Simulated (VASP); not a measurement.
Here is a VASP 6.6.1 calculation.

File INCAR:

```
PREC     = Accurate       # precision mode
ENCUT    = 520            # plane-wave cutoff, eV
EDIFF    = 1E-6           # SCF threshold, eV
ISMEAR   = 0              # smearing method
SIGMA    = 0.15           # smearing width, eV
LREAL    = False          # projectors in reciprocal space
LASPH    = True           # aspherical terms in the spheres
NELM     = 60             # most SCF steps
ALGO     = Fast           # electronic algorithm
ISIF     = 2              # what is computed and relaxed
LWAVE    = False          # write WAVECAR
LCHARG   = False          # write CHGCAR
GGA      = PE             # functional
NBANDS   = 13             # bands
```

The input KPOINTS:

```
Automatic mesh
0
Gamma
  22 22 22
```

POSCAR

```
Mo
1.0
   -1.6966800000      1.6966800000      1.6338400000
    1.6966800000     -1.6966800000      1.6338400000
    1.6966800000      1.6966800000     -1.6338400000
Mo
1
Direct
    0.0000000000      0.0000000000      0.0000000000
```

Potentials or basis: VASP PAW PBE potentials, release 64 (Mo_sv).

Launch:

```bash
$ cat potpaw_PBE.64/Mo_sv/POTCAR > POTCAR
$ mpirun -np 1 vasp_std > vasp.out
```

(1) Estimate the band gap on the k mesh.

(2) Estimate the pressure.

## Answers

(1) zero (band 7 reaches 12.82 eV, above the bottom of band 8 at 8.82 eV).

(2) -30.6 GPa.

Caveat: the cell differs from its parent crystal (strain +0.080 along x and y, +0.040 along z).
